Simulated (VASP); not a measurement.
Runs of VASP 6.6.1 on AgCl. The structure is that of space group Fm-3m (No. 225), or close to it. The cells are those of the table. 

```csv
cell,gap on the mesh (eV),pressure (GPa)
"a = 3.883, b = 3.922 Å, angles 59.7, 60.7, 59.7°, 2 atoms",0.58,-4.7
"a = 4.001, b = 3.922 Å, angles 60.7, 58.7, 60.7°, 2 atoms",(c),(a)
"a = 3.991, b = 3.922 Å, angles 60.6, 58.9, 60.6°, 2 atoms",0.55,-6.7
"a = 3.961, b = 3.922 Å, angles 60.3, 59.3, 60.3°, 2 atoms",0.59,(b)
"a = 3.863, b = 3.922 Å, angles 59.5, 61.0, 59.5°, 2 atoms",0.55,-4.2
```

Alike in all rows: task single point; level LDA; potentials or basis VASP PAW LDA potentials, release 64 (Ag, Cl); no spin polarisation; k mesh 8 × 8 × 8; cutoff (eV) 520; smearing gaussian 0.05 eV.

Fill in the values left out.

(a) -6.8; (b) -6.3; (c) 0.54.

Caveats: the cell stands under tension; semilocal functionals underestimate gaps, and a narrow one can read as zero.

A k mesh can miss the band edges, and the runs leave out spin-orbit coupling on Ag.
